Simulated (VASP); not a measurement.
# Si3N4 in VASP: further runs, part 3 of 3

VASP 6.6.1.

## Step 5: Electric field gradients, PBE (atom 8 (N) moved by 0.05 Å)

File INCAR:

```
ALGO = Normal ; EDIFF = 1E-8
ENCUT = 520 ; GGA = PE
ISIF = 2 ; ISMEAR = -1
LASPH = T ; LCHARG = F
LEFG = T ; LREAL = F
LWAVE = F ; NBANDS = 45
NELM = 100 ; PREC = Accurate
SIGMA = 0.02
```

File KPOINTS:

```
k-points
0
Gamma
  4 4 10
```

File POSCAR:

```
Si3N4
1.0
    7.5950000000      0.0000000000      0.0000000000
   -3.7975000000      6.5774629417      0.0000000000
    0.0000000000      0.0000000000      2.9023000000
Si N
6 8
Direct
    0.7673199105      0.1735618873      0.3256358181
    0.5937580233      0.7673199105      0.8256358181
    0.8264381127      0.5937580233      0.3256358181
    0.2326800895      0.8264381127      0.8256358181
    0.4062419767      0.2326800895      0.3256358181
    0.1735618873      0.4062419767      0.8256358181
    0.0293608823      0.3297475823      0.3256531517
    0.6930134235      0.0228234072      0.8245161224
    0.6702524177      0.6996133000      0.3256531517
    0.9706391177      0.6702524177      0.8256531517
    0.3003867000      0.9706391177      0.3256531517
    0.3297475823      0.3003867000      0.8256531517
    0.3333333333      0.6666666667     -0.1744669093
    0.6666666667      0.3333333333      0.3255330907
```

Potentials or basis: VASP PAW PBE potentials, release 64 (Si, N).

Command:

```bash
$ cat potpaw_PBE.64/Si/POTCAR potpaw_PBE.64/N/POTCAR > POTCAR
$ mpirun -np 1 vasp_std > vasp.out
```

OUTCAR:

```text
EDIFF = 1E-8
   ENCUT = 520
   GGA = PE
   ISIF = 2
   ISMEAR = -1
   LASPH = T
   LREAL = F
   NELM = 100
   PREC = Accurate

 ion  position               nearest neighbor table
   1  0.767  0.174  0.326-  14 1.73   7 1.73   8 1.75   8 1.76   3 2.99   5 2.99   6 3.05   6 3.05
                             2 3.05   2 3.05
   2  0.594  0.767  0.826-   8 1.69  13 1.73   9 1.73   9 1.73   6 2.99   4 2.99   3 3.05   3 3.05
                             1 3.05   1 3.05
   3  0.826  0.594  0.326-  14 1.73  10 1.73  10 1.73   9 1.73   1 2.99   5 2.99   2 3.05   2 3.05
                             4 3.05   4 3.05
   4  0.233  0.826  0.826-  13 1.73  11 1.73  11 1.73  10 1.73   6 2.99   2 2.99   3 3.05   3 3.05
                             5 3.05   5 3.05
   5  0.406  0.233  0.326-  14 1.73  12 1.73  12 1.73  11 1.73   3 2.99   1 2.99   6 3.05   6 3.05
                             4 3.05   4 3.05
   6  0.174  0.406  0.826-  13 1.73   7 1.73   7 1.73  12 1.73   4 2.99   2 2.99   5 3.05   5 3.05
                             1 3.05   1 3.05
   7  0.029  0.330  0.326-   6 1.73   6 1.73   1 1.73
   8  0.693  0.023  0.825-   2 1.69   1 1.75   1 1.76
   9  0.670  0.700  0.326-   2 1.73   2 1.73   3 1.73
  10  0.971  0.670  0.826-   3 1.73   3 1.73   4 1.73
  11  0.300  0.971  0.326-   4 1.73   4 1.73   5 1.73
  12  0.330  0.300  0.826-   5 1.73   5 1.73   6 1.73
  13  0.333  0.667  0.826-   4 1.73   6 1.73   2 1.73
  14  0.667  0.333  0.326-   1 1.73   3 1.73   5 1.73

  LATTYP: Found a hexagonal cell.
 ALAT       =     7.5950000000
 C/A-ratio  =     0.3821329822

  Lattice vectors:

 A1 = (   7.5950000000,   0.0000000000,   0.0000000000)
 A2 = (  -3.7975000000,   6.5774629417,   0.0000000000)
 A3 = (   0.0000000000,   0.0000000000,   2.9023000000)

Analysis of symmetry for initial positions (statically):
=====================================================================
 Subroutine PRICEL returns:
 Original cell was already a primitive cell.

 Routine SETGRP: Setting up the symmetry group for a
 hexagonal supercell.

 Subroutine GETGRP returns: Found  1 space group operations
 (whereof  1 operations were pure point group operations)
 out of a pool of 24 trial point group operations.

The static configuration has the point symmetry C_1 .

Analysis of symmetry for dynamics (positions and initial velocities):
=====================================================================
 Subroutine PRICEL returns:
 Original cell was already a primitive cell.

 Routine SETGRP: Setting up the symmetry group for a
 hexagonal supercell.

 Subroutine GETGRP returns: Found  1 space group operations
 (whereof  1 operations were pure point group operations)
 out of a pool of 24 trial point group operations.

The dynamic configuration has the point symmetry C_1 .

 Subroutine INISYM returns: Found  1 space group operations
 (whereof  1 operations are pure point group operations),
 and found     1 'primitive' translations

[... 1300 lines left out ...]
 [... further k-points ...]

 [bands above 44 left out]

------------------------ aborting loop because EDIFF is reached ----------------------------------------

  FORCE on cell =-STRESS in cart. coord.  units (eV):
  Direction    XX          YY          ZZ          XY          YZ          ZX
  --------------------------------------------------------------------------------------
  -------------------------------------------------------------------------------------
  Total        5.5384641      6.3065320      4.8858092     -0.0798233     -0.0582730     -0.0101592
  in kB       61.2028211     69.6903584     53.9906546     -0.8820882     -0.6439465     -0.1122641
  external PRESSURE =      61.6279447 kB  Pullay stress =       0.0000000 kB

 VOLUME and BASIS-vectors are now :
 -----------------------------------------------------------------------------
  energy-cutoff  :      520.00
  volume of cell :      144.99
      direct lattice vectors                 reciprocal lattice vectors
     7.595000000  0.000000000  0.000000000     0.131665569  0.076017152  0.000000000
    -3.797500000  6.577462942  0.000000000     0.000000000  0.152034304  0.000000000
     0.000000000  0.000000000  2.902300000     0.000000000  0.000000000  0.344554319

 POSITION                                       TOTAL-FORCE (eV/Angst)
 -----------------------------------------------------------------------------------
      5.16869      1.14160      0.94509        -0.120610     -0.651611     -0.060903
      1.59569      5.04702      2.39624         0.066414     -0.743281     -0.005123
      4.02200      3.90542      0.94509        -0.055099      0.107232     -0.000270
     -1.37119      5.43587      2.39624         0.053532      0.018432      0.000687
      2.20181      1.53044      0.94509        -0.039178     -0.067070      0.000840
     -0.22450      2.67204      2.39624         0.080671      0.116173      0.001568
     -1.02922      2.16890      0.94514        -0.118542     -0.190606     -0.006018
      5.17677      0.15012      2.39299         0.113693      1.817910      0.079085
      2.43379      4.60168      0.94514         0.088544     -0.090330     -0.006811
      4.82672      4.40856      2.39629        -0.003855     -0.028501     -0.001628
     -1.40457      6.38434      0.94514        -0.060209      0.022578     -0.002921
      1.36371      1.97578      2.39629        -0.014442     -0.012582     -0.001618
     -0.00000      4.38498      2.39594        -0.091094     -0.218086      0.003107
      3.79750      2.19249      0.94479         0.100174     -0.080257      0.000003
 -----------------------------------------------------------------------------------
    total drift:                                0.000046      0.000134     -0.000621

  FREE ENERGIE OF THE ION-ELECTRON SYSTEM (eV)
  ---------------------------------------------------
  free  energy   TOTEN  =      -114.4320538750 eV

  energy  without entropy=     -114.4320538749  energy(sigma->0) =     -114.43205387

 Electric field gradients (V/A^2)
---------------------------------------------------------------------
 ion       V_xx      V_yy      V_zz      V_xy      V_xz      V_yz
---------------------------------------------------------------------
   1      -4.024     0.290     3.734     6.876    -0.039     0.878
   2       0.266    -0.909     0.643    -2.892    -0.031     0.159
   3       8.761    -5.030    -3.731    -1.895     0.005    -0.008
   4       0.275     3.680    -3.956     7.962     0.011     0.008
   5      -3.582     7.347    -3.765    -5.143    -0.004     0.012
   6       9.823    -7.160    -2.663    -2.118     0.000    -0.001
   7       1.581   -26.708    25.127    31.435     0.010     0.040
   8     -46.243    19.108    27.135    -1.517     0.056     0.186
   9       6.680   -31.604    24.924   -27.090     0.033    -0.086
  10       1.703   -27.049    25.347    30.245     0.007     0.007
  11     -46.605    21.248    25.357    -2.442    -0.020     0.007
  12       6.676   -32.014    25.339   -27.655    -0.009     0.000
  13      22.354    22.467   -44.821    -0.883     0.024     0.033
  14      22.906    22.227   -45.134    -0.682    -0.036     0.054
---------------------------------------------------------------------

 Electric field gradients after diagonalization (V/A^2)
 (convention: |V_zz| > |V_xx| > |V_yy|)
----------------------------------------------------------------------
 ion       V_xx      V_yy      V_zz     asymmetry (V_yy - V_xx)/ V_zz
----------------------------------------------------------------------
   1       5.594     3.503    -9.097       0.230
   2       2.638     0.638    -3.276       0.611
   3      -5.286    -3.731     9.017       0.172
   4      -6.164    -3.956    10.119       0.218
   5      -5.622    -3.765     9.387       0.198
   6      -7.420    -2.663    10.083       0.472
   7      25.128    21.907   -47.034       0.068
   8      27.139    19.139   -46.278       0.173
   9      24.925    20.708   -45.633       0.092
  10      25.347    20.814   -46.161       0.098
  11      25.357    21.336   -46.692       0.086
  12      25.339    21.080   -46.419       0.092
  13      23.296    21.525   -44.822       0.040
  14      23.329    21.805   -45.134       0.034
----------------------------------------------------------------------

           NMR quadrupolar parameters

 Cq : quadrupolar parameter    Cq=e*Q*V_zz/h
 eta: asymmetry parameters     (V_yy - V_xx)/ V_zz
 Q  : nuclear electric quadrupole moment in mb (millibarn)
----------------------------------------------------------------------
 ion       Cq(MHz)       eta       Q (mb)
----------------------------------------------------------------------
   1      -0.022       0.230       1.000
   2      -0.008       0.611       1.000
   3       0.022       0.172       1.000
   4       0.024       0.218       1.000
   5       0.023       0.198       1.000
   6       0.024       0.472       1.000
   7      -0.114       0.068       1.000
   8      -0.112       0.173       1.000
   9      -0.110       0.092       1.000
  10      -0.112       0.098       1.000
  11      -0.113       0.086       1.000
  12      -0.112       0.092       1.000
  13      -0.108       0.040       1.000
  14      -0.109       0.034       1.000
----------------------------------------------------------------------
```

Run time: 15 min. Hardware: 1 thread of Oxide Virtual Turin-like, shared host; peak memory 0.47 GiB.

What came out:

* Free energy: -114.4321 eV
* Pressure: 6.2 GPa
* Largest force: 1.823 eV/Å
* Band gap on the k mesh: 4.35 eV (least direct gap 4.53 eV)
* Largest electric field gradient by atom: Si -9.1, -3.3, +9.0, +10.1, +9.4 (each value once); N -47.0, -46.3, -45.6, -46.2, -46.7, -46.4, -44.8, -45.1 V/Å²

Forces in eV/Å, atoms in the order of the input:
```
Si  -0.121 -0.652 -0.061
Si   0.066 -0.743 -0.005
Si  -0.055  0.107  0.000
Si   0.054  0.018  0.001
Si  -0.039 -0.067  0.001
Si   0.081  0.116  0.002
N   -0.119 -0.191 -0.006
N    0.114  1.818  0.079
N    0.089 -0.090 -0.007
N   -0.004 -0.029 -0.002
N   -0.060  0.023 -0.003
N   -0.014 -0.013 -0.002
N   -0.091 -0.218  0.003
N    0.100 -0.080  0.000
```

Stress tensor (GPa, compression positive):
```
 6.12 -0.09 -0.01
-0.09  6.97 -0.06
-0.01 -0.06  5.40
```

Electric field gradients, principal values (V/Å²):
| atom | least | middle | greatest (by size) |
| --- | --- | --- | --- |
| 1 Si | 3.503 | 5.594 | -9.097 |
| 2 Si | 0.638 | 2.638 | -3.276 |
| 3 Si | -3.731 | -5.286 | 9.017 |
| 4 Si | -3.956 | -6.164 | 10.119 |
| 5 Si | -3.765 | -5.622 | 9.387 |
| 6 Si | -2.663 | -7.420 | 10.083 |
| 7 N | 21.907 | 25.128 | -47.034 |
| 8 N | 19.139 | 27.139 | -46.278 |
| 9 N | 20.708 | 24.925 | -45.633 |
| 10 N | 20.814 | 25.347 | -46.161 |
| 11 N | 21.336 | 25.357 | -46.692 |
| 12 N | 21.080 | 25.339 | -46.419 |
| 13 N | 21.525 | 23.296 | -44.822 |
| 14 N | 21.805 | 23.329 | -45.134 |

Caveat: the cell differs from its parent crystal (atom 8 (N) moved by 0.05 Å); the cell stands under pressure; without QUAD_EFG the Cq values of the log hold for a quadrupole moment of 1 mb, not for the nuclei; forces of over 1 eV/Å act on the atoms, so gaps and moduli don't describe the material at rest. A k mesh can miss the band edges.

## Step 6: Summary

```tsv
level	potentials or basis	cell	k mesh	gap on the mesh (eV)	pressure (GPa)	largest force (eV/Å)
LDA	VASP PAW LDA potentials, release 64 (Si, N)	as given, atomic positions A	4 × 4 × 10, shifted	4.46	-2.1	0.03
PBE+D3(BJ)	VASP PAW PBE potentials, release 64 (Si, N)	as given, atomic positions A	4 × 4 × 10	4.35	2.0	0.01
PBE	VASP PAW PBE potentials, release 64 (Si, N)	as given, atomic positions B	4 × 4 × 10	4.28	6.3	2.90
PBE	VASP PAW PBE potentials, release 64 (Si, N)	as given, atomic positions C	4 × 4 × 10	4.35	6.2	1.82
```

Alike in all rows: task electric field gradients; no spin polarisation; cutoff (eV) 520; smearing fermi-dirac 0.02 eV.

Caveats: the cell stands under pressure (at least some runs); forces of over 1 eV/Å act on the atoms, so gaps and moduli don't describe the material at rest (at least some runs); a shifted mesh leaves out Γ, where band edges can lie (at least some runs).

Total energies depend on the potentials used, so only differences within one code and one set of settings carry meaning.
